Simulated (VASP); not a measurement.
# PbS (Fm-3m) in VASP: notebook, part 2 of 2

VASP 6.6.1. The steps go on from the part before.

### Step 3. Single point, PBE (strain +4.0%)

Input file INCAR:

```
PREC = Accurate
ENCUT = 520
EDIFF = 1E-7
ISMEAR = -1
SIGMA = 0.02
LREAL = F
LASPH = T
NELM = 80
ALGO = Normal
ISIF = 2
LWAVE = F
LCHARG = F
GGA = PE
NBANDS = 17
```

Input file KPOINTS:

```
Automatic mesh
0
Gamma
  8 8 8
```

Input file POSCAR:

```
PbS
1.0
    0.0000000000      3.1067219832      3.1067219832
    3.1067219832      0.0000000000      3.1067219832
    3.1067219832      3.1067219832      0.0000000000
Pb S
1 1
Direct
    0.0000000000      0.0000000000      0.0000000000
    0.5000000000      0.5000000000      0.5000000000
```

Potentials or basis: VASP PAW PBE potentials, release 64 (Pb_d, S).

Launch:

```
$ cat potpaw_PBE.64/Pb_d/POTCAR potpaw_PBE.64/S/POTCAR > POTCAR
$ mpirun -np 1 vasp_std > vasp.out
```

OUTCAR:

```text
PREC = Accurate
   ENCUT = 520
   EDIFF = 1E-7
   ISMEAR = -1
   LREAL = F
   LASPH = T
   NELM = 80
   ISIF = 2
   GGA = PE

 ion  position               nearest neighbor table
   1  0.000  0.000  0.000-   2 3.11   2 3.11   2 3.11   2 3.11   2 3.11   2 3.11
   2  0.500  0.500  0.500-   1 3.11   1 3.11   1 3.11   1 3.11   1 3.11   1 3.11

  LATTYP: Found a face centered cubic cell.
 ALAT       =     6.2134439664

  Lattice vectors:

 A1 = (   0.0000000000,   3.1067219832,   3.1067219832)
 A2 = (   3.1067219832,   0.0000000000,   3.1067219832)
 A3 = (   3.1067219832,   3.1067219832,   0.0000000000)

Analysis of symmetry for initial positions (statically):
=====================================================================
 Subroutine PRICEL returns:
 Original cell was already a primitive cell.

 Routine SETGRP: Setting up the symmetry group for a
 face centered cubic supercell.

 Subroutine GETGRP returns: Found 48 space group operations
 (whereof 48 operations were pure point group operations)
 out of a pool of 48 trial point group operations.

The static configuration has the point symmetry O_h .

Analysis of symmetry for dynamics (positions and initial velocities):
=====================================================================
 Subroutine PRICEL returns:
 Original cell was already a primitive cell.

 Routine SETGRP: Setting up the symmetry group for a
 face centered cubic supercell.

 Subroutine GETGRP returns: Found 48 space group operations
 (whereof 48 operations were pure point group operations)
 out of a pool of 48 trial point group operations.

The dynamic configuration has the point symmetry O_h .

 Subroutine INISYM returns: Found 48 space group operations
 (whereof 48 operations are pure point group operations),
 and found     1 'primitive' translations

----------------------------------------------------------------------------------------

                                     Primitive cell

  volume of cell :      59.9704

  direct lattice vectors                    reciprocal lattice vectors
     0.000000000  3.106721983  3.106721983    -0.160941340  0.160941340  0.160941340
     3.106721983  0.000000000  3.106721983     0.160941340 -0.160941340  0.160941340
     3.106721983  3.106721983  0.000000000     0.160941340  0.160941340 -0.160941340

  length of vectors
     4.393568363  4.393568363  4.393568363     0.278758578  0.278758578  0.278758578

  position of ions in fractional coordinates (direct lattice)
     0.000000000  0.000000000  0.000000000
     0.500000000  0.500000000  0.500000000

  ion indices of the primitive-cell ions
   primitive index   ion index
                 1           1
                 2           2

----------------------------------------------------------------------------------------

 KPOINTS: Automatic mesh

Automatic generation of k-mesh.
 Grid dimensions read from file:
 generate k-points for:    8    8    8

 Generating k-lattice:

  Cartesian coordinates                     Fractional coordinates (reciprocal lattice)
    -0.020117668  0.020117668  0.020117668     0.125000000  0.000000000  0.000000000
     0.020117668 -0.020117668  0.020117668     0.000000000  0.125000000  0.000000000
     0.020117668  0.020117668 -0.020117668     0.000000000  0.000000000  0.125000000

  Length of vectors
     0.034844822  0.034844822  0.034844822

  Shift w.r.t. Gamma in fractional coordinates (k-lattice)
     0.000000000  0.000000000  0.000000000

 Subroutine IBZKPT returns following result:
 ===========================================

 Found     29 irreducible k-points:

 Following reciprocal coordinates:
            Coordinates               Weight
  0.000000  0.000000  0.000000      1.000000
  0.125000  0.000000  0.000000      8.000000
  0.250000  0.000000  0.000000      8.000000
  0.375000  0.000000  0.000000      8.000000
  0.500000  0.000000  0.000000      4.000000
  0.125000  0.125000  0.000000      6.000000
[... 16 lines left out ...]
  0.500000  0.250000  0.125000     48.000000
 -0.375000  0.250000  0.125000     24.000000
 [... further k-points ...]
   k-points           NKPTS =     29   k-points in BZ     NKDIM =     29   number of bands    NBANDS=     17
   number of dos      NEDOS =    301   number of ions     NIONS =      2
   total plane-waves  NPLWV =  46656
   dimension x,y,z NGX =    36 NGY =   36 NGZ =   36
   dimension x,y,z NGXF=    72 NGYF=   72 NGZF=   72
   ions per type =               1   1
   NGX,Y,Z   is equivalent  to a cutoff of  13.62, 13.62, 13.62 a.u.
   NGXF,Y,Z  is equivalent  to a cutoff of  27.24, 27.24, 27.24 a.u.
 SYSTEM =  unknown system
   PREC   = accura    normal or accurate (medium, high low for compatibility)
   ISTART =      0    job   : 0-new  1-cont  2-samecut
   ICHARG =      2    charge: 1-file 2-atom 10-const
   ISPIN  =      1    spin polarized calculation?
   LNONCOLLINEAR =      F non collinear calculations
   LSORBIT =      F    spin-orbit coupling
   LASPH  =      T    aspherical Exc in radial PAW
   ENCUT  =  520.0 eV  38.22 Ry    6.18 a.u.   8.17  8.17  8.17*2*pi/ulx,y,z
   NELM   =     80;   NELMIN=  2; NELMDL= -5     # of ELM steps
   EDIFF  = 0.1E-06   stopping-criterion for ELM
   LREAL  =      F    real-space projection
   EDIFFG = 0.1E-05   stopping-criterion for IOM
   NSW    =      0    number of steps for IOM
   IBRION =     -1    ionic relax: 0-MD 1-quasi-New 2-CG
   NFREE  =      0    steps in history (QN), initial steepest desc. (CG)
   ISIF   =      2    stress and relaxation
   ISYM   =      2    0-nonsym 1-usesym 2-fastsym
   POTIM  = 0.5000    time-step for ionic-motion
   TEBEG  =    0.0;   TEEND  =   0.0 temperature during run
   PSTRESS=    0.0 pullay stress
   NELECT =      20.0000    total number of electrons
   NUPDOWN=      -1.0000    fix difference up-down
   EMIN   =  10.00;   EMAX   =-10.00  energy-range for DOS
   EFERMI =   0.00;   METHOD = LEGACY
   ISMEAR =    -1;   SIGMA  =   0.02  broadening in eV -4-tet -1-fermi 0-gaus
   EFERMI_NEDOS =   21; number of points for ismear=-14 and -15
   IALGO  =     38    algorithm
   IMIX   =      4    mixing-type and parameters
     AMIX     =   0.40;   BMIX     =  1.00
     AMIX_MAG =   1.60;   BMIX_MAG =  1.00
  volume/ion in A,a.u.               =      29.99       202.35
  Fermi-wavevector in a.u.,A,eV,Ry     =   1.135287  2.145382 17.536239  1.288877
  Thomas-Fermi vector in A             =   2.271992
   LORBIT       =      0    0 simple, 1 ext, 2 COOP (PROOUT), +10 PAW based schemes
   GGA     = PE    functional components
   LHFCALC =     F    Hartree Fock is set to
   AEXX    =    0.0000 exact exchange contribution
   IVDW    =     0    specifies the selected vdW correction
   LEPSILON=     F    determine dielectric tensor
   LRPA    =     F    only Hartree local field effects (RPA)
 non-spin polarized calculation
  energy-cutoff  :      520.00
  volume of cell :       59.97
 maximum number of plane-waves:      1639
 NGX is ok and might be reduce to    36
   NGX = 17   NGY = 17   NGZ = 17

 number of electron      20.0000001 magnetization

 Free energy of the ion-electron system (eV)
  ---------------------------------------------------
  ext. energy  EPLUGINS =         0.00000000
  ---------------------------------------------------
  free energy    TOTEN  =        -8.68639671 eV

  energy without entropy =       -8.68639671  energy(sigma->0) =       -8.68639671

 E-fermi :   4.4040     XC(G=0):  -9.0433

 val. band max:        4.0180442173   @ k =   0.5000   0.0000   0.0000
 cond. band min:       4.7920813945   @ k =   0.5000   0.0000   0.0000
 fundamental gap:      0.7740371772
 Fermi energy:         4.4039919946

 k-point     1 :       0.0000    0.0000    0.0000
  band No.  band energies     occupation
      1     -12.5477      2.00000
      2     -12.5477      2.00000
      3     -12.5477      2.00000
      4     -12.5288      2.00000
      5     -12.5288      2.00000
      6      -8.3331      2.00000
[... 9 lines left out ...]
     16      11.1647      0.00000
     17      12.5487      0.00000
[... 441 lines left out ...]
 k-point    24 :      -0.3750    0.2500    0.1250
  band No.  band energies     occupation
      1     -12.5622      2.00000
      2     -12.5425      2.00000
      3     -12.5338      2.00000
      4     -12.5291      2.00000
      5     -12.5171      2.00000
      6      -7.2694      2.00000
[... 9 lines left out ...]
     16      15.0516      0.00000
     17      15.0829      0.00000

 [... further k-points ...]

------------------------ aborting loop because EDIFF is reached ----------------------------------------

  FORCE on cell =-STRESS in cart. coord.  units (eV):
  Direction    XX          YY          ZZ          XY          YZ          ZX
  --------------------------------------------------------------------------------------
  -------------------------------------------------------------------------------------
  Total       -1.6166686     -1.6166686     -1.6166686     -0.0000000      0.0000000      0.0000000
  in kB      -43.1911144    -43.1911144    -43.1911144     -0.0000000      0.0000000      0.0000000
  external PRESSURE =     -43.1911144 kB  Pullay stress =       0.0000000 kB

 VOLUME and BASIS-vectors are now :
 -----------------------------------------------------------------------------
  energy-cutoff  :      520.00
  volume of cell :       59.97
      direct lattice vectors                 reciprocal lattice vectors
     0.000000000  3.106721983  3.106721983    -0.160941340  0.160941340  0.160941340
     3.106721983  0.000000000  3.106721983     0.160941340 -0.160941340  0.160941340
     3.106721983  3.106721983  0.000000000     0.160941340  0.160941340 -0.160941340

 POSITION                                       TOTAL-FORCE (eV/Angst)
 -----------------------------------------------------------------------------------
      0.00000      0.00000      0.00000        -0.000000      0.000000     -0.000000
      3.10672      3.10672      3.10672         0.000000     -0.000000      0.000000
 -----------------------------------------------------------------------------------
    total drift:                                0.000000      0.000000      0.000000

  FREE ENERGIE OF THE ION-ELECTRON SYSTEM (eV)
  ---------------------------------------------------
  free  energy   TOTEN  =        -8.6863967093 eV

  energy  without entropy=       -8.6863967093  energy(sigma->0) =       -8.68639671
```

OSZICAR:

```text
N       E                     dE             d eps       ncg     rms          rms(c)
DAV:   1     0.161053111650E+03    0.16105E+03   -0.95371E+03   986   0.118E+03
DAV:   2     0.368169679481E+01   -0.15737E+03   -0.15200E+03  1048   0.303E+02
DAV:   3    -0.897322438227E+01   -0.12655E+02   -0.12534E+02  1304   0.910E+01
DAV:   4    -0.930031236825E+01   -0.32709E+00   -0.32668E+00  1215   0.168E+01
DAV:   5    -0.931344217224E+01   -0.13130E-01   -0.13129E-01  1463   0.323E+00    0.393E+00
DAV:   6    -0.867905631061E+01    0.63439E+00   -0.19840E+00  1470   0.812E+00    0.268E+00
DAV:   7    -0.868309129903E+01   -0.40350E-02   -0.15135E-01  1135   0.185E+00    0.170E+00
DAV:   8    -0.868718429991E+01   -0.40930E-02   -0.23567E-02  1172   0.148E+00    0.552E-01
DAV:   9    -0.868603458759E+01    0.11497E-02   -0.45856E-03  1381   0.491E-01    0.179E-01
DAV:  10    -0.868640533907E+01   -0.37075E-03   -0.62281E-04  1100   0.140E-01    0.143E-01
DAV:  11    -0.868639508302E+01    0.10256E-04   -0.48946E-05  1386   0.766E-02    0.630E-03
DAV:  12    -0.868639692262E+01   -0.18396E-05   -0.45647E-06  1141   0.208E-02    0.738E-03
DAV:  13    -0.868639679182E+01    0.13079E-06   -0.32313E-07  1376   0.422E-03    0.303E-03
DAV:  14    -0.868639670934E+01    0.82487E-07   -0.12228E-07  1014   0.256E-03
   1 F= -.86863967E+01 E0= -.86863967E+01  d E =-.502370E-10
```

stdout:

```text
POSCAR found type information on POSCAR PbS
 POSCAR found :  2 types and       2 ions
 scaLAPACK will be used
 LDA part: xc-table for (Slater+PW92), standard interpolation
 POSCAR, INCAR and KPOINTS ok, starting setup
 FFT: planning ... GRIDC
 FFT: planning ... GRID_SOFT
 FFT: planning ... GRID
 WAVECAR not read
 entering main loop
```

Run time: 46 s. Hardware: 1 thread of Intel Xeon 8259CL, shared host; peak memory 0.21 GiB.

Results:

```yaml
Free_energy: -8.6864 eV
Pressure: -4.3 GPa
Band_gap_on_the_k_mesh: 0.77 eV, direct
```

Caveat: the cell differs from its parent crystal (strain +4.0%); spin-orbit coupling is left out, which moves the levels of the heavy elements.
